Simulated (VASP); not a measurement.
Input of a VASP 6.6.1 run:

The input INCAR:

```
SYSTEM = Li3H2
PREC = Accurate
ENCUT = 1230
EDIFF = 1E-7
ISMEAR = 0
SIGMA = 0.2
LREAL = .FALSE.
LASPH = .TRUE.
NELM = 120
ALGO = Normal
ISIF = 3
LWAVE = .FALSE.
LCHARG = .FALSE.
GGA = PE
IBRION = 2
NSW = 36
EDIFFG = -0.08
GGA_COMPAT = .FALSE.
NELMIN = 4
```

Contents of KPOINTS:

```
regular mesh
0
G
  5 5 4
  0 0 0
```

POSCAR

```
Li3H2
1.0
    3.6697364200      0.0000000000      0.0000000000
   -1.3464597100      3.4456474800      0.0000000000
   -1.2320515800     -0.9331858000      4.6824969000
Li H
3 2
Direct
    0.3900911300      0.6731453000      0.5039580700
    0.6355458500      0.1015313000      0.2705181400
    0.9647841500      0.9130399300      0.9306450100
    0.0423702100      0.3039348500      0.7840947600
    0.2357811600      0.1861389500      0.3005978700
```

Potentials or basis: VASP PAW PBE potentials, release 64 (Li_sv, H_h).

Command:

```sh
$ cat potpaw_PBE.64/Li_sv/POTCAR potpaw_PBE.64/H_h/POTCAR > POTCAR
$ mpirun -np 1 vasp_std > vasp.out
```

(1) Predict the relaxed volume.

(2) What does it give for the band gap on the k mesh?

(3) What does it give for the relaxed cell?

## Answers

(1) 10.50 Å³/atom.

(2) zero (an odd number of electrons rules out a gap without spin polarisation).

(3) a = 4.527 Å, b = 2.734 Å, c = 4.987 Å, α = 74.10°, β = 116.82°, γ = 90.50°.

Caveat: the k points lie up to 0.48 Å⁻¹ apart in the final cell, too coarse for converged energies and pressures of a metal; a cell axis changed by over 15 % at a fixed basis, so the end point is rough.
